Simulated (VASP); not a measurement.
Crystal: I.

```
I
1.0
     3.63503   -2.39502    0.00000
     3.63503    2.39502    0.00000
     0.00000    0.00000    9.79344
I
4
Direct
  0.64930 0.35070 0.38440
  0.14930 0.85070 0.11560
  0.35070 0.64930 0.61560
  0.85070 0.14930 0.88440
```

| Quantity | Value |
| --- | --- |
| Program | VASP 6.6.1 |
| Task | relaxation of cell and atoms |
| Functional | PBEsol |
| Potentials or basis | VASP PAW PBE potentials, release 64 (I) |
| Cutoff | 600 eV |
| k mesh | 7 × 7 × 3 |
| Occupations | fermi-dirac, width 0.05 eV |
| Spin | no spin polarisation |

At the start: pressure 0.1 GPa; volume 42.63 Å³/atom.

Problem. How do energy, volume and symmetry change on relaxing?

Solution. Over 17 steps the energy falls by 48.4 meV/atom and the volume is 39.64 Å³/atom (-7.0 %); space group Cmce (No. 64, to 0.1 Å) before and after.

The path:
```
step  energy change (eV)  largest force (eV/Å)  pressure (GPa)  volume (Å³)
   1              0.0000                0.7645            0.08       170.52
   2             -0.0623                0.1458           -1.19       171.06
   3             -0.0629                0.0997           -1.31       171.12
   4             -0.1190                0.0602           -0.96       166.68
   5             -0.1627                0.1253           -0.08       159.87
   6             -0.1629                0.1446            0.03       159.19
   7             -0.1629                0.1378           -0.01       159.42
   8             -0.1670                0.1288            0.03       159.25
   9             -0.1771                0.1153            0.15       158.70
  10             -0.1859                0.1728            0.44       157.55
  11             -0.1887                0.1416            0.31       157.91
  12             -0.1918                0.0725           -0.03       158.84
  13             -0.1918                0.0705           -0.04       158.87
  14             -0.1922                0.0620           -0.03       158.83
  15             -0.1931                0.0371           -0.01       158.73
  16             -0.1937                0.0233            0.03       158.51
  17             -0.1937                0.0181            0.02       158.54
```

Final structure:
```
I
1.0
     3.75008   -2.18568    0.00000
     3.75008    2.18568    0.00000
     0.00000    0.00000    9.67135
I
4
Direct
  0.67125 0.32875 0.37709
  0.17125 0.82875 0.12291
  0.32875 0.67125 0.62291
  0.82875 0.17125 0.87709
```

Caveat: this functional lacks dispersion, which holds the molecules together, so the pressure and a relaxed volume are unreliable; the PAW data sets were made with another functional, which shifts forces and pressure a little.
